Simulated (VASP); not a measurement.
Write the native input for VASP 6.6.1 that does the following.

```
Task                   : relaxation of cell and atoms
Functional             : PBE
Potentials or basis    : VASP PAW PBE potentials, release 64 (Mg, Ti_sv, F)
Cutoff                 : 600 eV
k mesh                 : 10 × 10 × 8
Occupations            : gaussian, width 0.01 eV
Spin                   : no spin polarisation
Dipole correction      : no
Further INCAR settings : ALGO = Normal; EDIFF = 1e-07; IBRION = 2; EDIFFG = -0.01; NSW = 80; ISIF = 3
```

The structure of MgTiF4 lies in POSCAR:

```
MgTiF4
1.0
    3.6030380000      0.0000000000      0.0000000000
    0.0000000000      3.6030380000      0.0000000000
    0.0000000000      0.0000000000      5.1133740000
Mg Ti F
1 1 4
Direct
    0.0000000000      0.0000000000      0.5000000000
    0.5000000000      0.5000000000      0.0000000000
    0.5000000000      0.0000000000      0.2552090000
    0.5000000000      0.0000000000      0.7447910000
    0.0000000000      0.5000000000      0.7447910000
    0.0000000000      0.5000000000      0.2552090000
```

One way to write it, as run:

INCAR

```
  PREC = Accurate
  ENCUT = 600
  EDIFF = 1E-7
  ISMEAR = 0
  SIGMA = 0.01
  LREAL = False
  LASPH = True
  NELM = 80
  ALGO = Normal
  ISIF = 3
  LWAVE = False
  LCHARG = False
  GGA = PE
  IBRION = 2
  NSW = 80
  EDIFFG = -0.01
```

KPOINTS

```
Automatic mesh
0
Gamma
  10 10 8
```

Potentials or basis: VASP PAW PBE potentials, release 64 (Mg, Ti_sv, F).

Launch:

```bash
$ cat potpaw_PBE.64/Mg/POTCAR potpaw_PBE.64/Ti_sv/POTCAR potpaw_PBE.64/F/POTCAR > POTCAR
$ mpirun -np 1 vasp_std > vasp.out
```

It gave:

| Item | Value |
| --- | --- |
| Relaxed volume | 10.74 Å³/atom |
| Relaxed cell | a = 3.502 Å, b = 3.502 Å, c = 5.255 Å, α = 90.00°, β = 90.00°, γ = 90.00° |
| Space group after relaxing (to 0.1 Å) | P4/mmm (No. 123) |
| Energy gained by relaxing | 17.1 meV/atom |
| Ionic steps | 7 |
| Pressure after relaxing | 0.0 GPa |
| Largest force after relaxing | 0.004 eV/Å |
| Band gap on the k mesh | zero (bands 21 and 22 overlap by 0.11 eV) |

Caveat: semilocal functionals often make such compounds metallic where correlation or magnetic order opens a gap, which also shifts bond lengths.

Wall time 15 min on 1 thread of Intel(R) Xeon(R) Platinum 8375C CPU @ 2.90GHz (Ice Lake), on a shared host, peak memory 0.35 GiB.
